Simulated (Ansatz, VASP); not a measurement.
CsPbBr3 in VASP and in Ansatz

Contents of INCAR:

```
SYSTEM = CsPbBr3
PREC     = Accurate       ! precision mode
ENCUT    = 520            ! plane-wave cutoff, eV
EDIFF    = 1E-7           ! SCF threshold, eV
ISMEAR   = -1             ! smearing method
SIGMA    = 0.02           ! smearing width, eV
LREAL    = .False.        ! projectors in reciprocal space
LASPH    = .True.         ! aspherical terms in the spheres
NELM     = 80             ! most SCF steps
ALGO     = Normal         ! electronic algorithm
ISIF     = 2              ! what is computed and relaxed
LWAVE    = .False.        ! write WAVECAR
LCHARG   = .False.        ! write CHGCAR
GGA      = PE             ! functional
NBANDS   = 30             ! bands
```

The input KPOINTS:

```
Automatic mesh
0
Gamma
  4 4 4
  0 0 0
```

File POSCAR:

```
CsPbBr3
1.0
    5.9429613195      0.0000000000      0.0000000000
    0.0000000000      5.9429613195      0.0000000000
    0.0000000000      0.0000000000      6.0618205459
Cs Pb Br
1 1 3
Direct
    0.0000000000      0.0000000000      0.0000000000
    0.5000000000      0.5000000000      0.5000000000
    0.5000000000      0.5000000000      0.0000000000
    0.5000000000      0.0000000000      0.5000000000
    0.0000000000      0.5000000000      0.5000000000
```

Input for Ansatz:

```yaml
crystal:
  lattice:
    - [5.9429613195, 0.0, 0.0]
    - [0.0, 5.9429613195, 0.0]
    - [0.0, 0.0, 6.0618205459]
  atoms:
    - { symbol: Cs, position: [0.0, 0.0, 0.0] }
    - { symbol: Pb, position: [0.5, 0.5, 0.5] }
    - { symbol: Br, position: [0.5, 0.5, 0.0] }
    - { symbol: Br, position: [0.5, 0.0, 0.5] }
    - { symbol: Br, position: [0.0, 0.5, 0.5] }
kpoints:
  mp_grid: { grid: [4, 4, 4] }
  band_path:
    path: [[0.0, 0.0, 0.0], [0.0, 0.5, 0.0], [0.5, 0.5, 0.0], [0.5, 0.5, 0.5]]
    npoints: 1
hamiltonian:
  xc: pbe
scf:
  occupations: { method: fermi_dirac, width: 0.02 }
  n_extra_bands: 5
output:
  forces: true
  stress: true
  eigenvalues: true
```

Change from the starting cell: uniaxial_z strain +2.0%.

Alike in both runs: task single point; functional PBE; k mesh 4 × 4 × 4; occupations fermi-dirac, width 0.02 eV; no spin polarisation.

|  | VASP | Ansatz |
| --- | --- | --- |
| version | VASP 6.6.1 | Ansatz 0.2.0 |
| potentials or method | VASP PAW PBE potentials, release 64 (Cs_sv, Pb_d, Br) | plane waves, PAW |
| plane-wave cutoff (eV) | 520 | 420 |
| valence electrons in the cell | 44 | 44 |

|  | VASP | Ansatz | Ansatz less VASP |
| --- | --- | --- | --- |
| gap on the k mesh at the Fermi level (eV) | 1.66 | 1.66 | -0.005 |
| pressure (GPa) | 0.3 | 0.3 | +0.01 |
| traceless stress, the component that is largest in VASP (GPa) | -0.49 | -0.49 | +0.001 |

Neither program's run includes spin-orbit coupling.
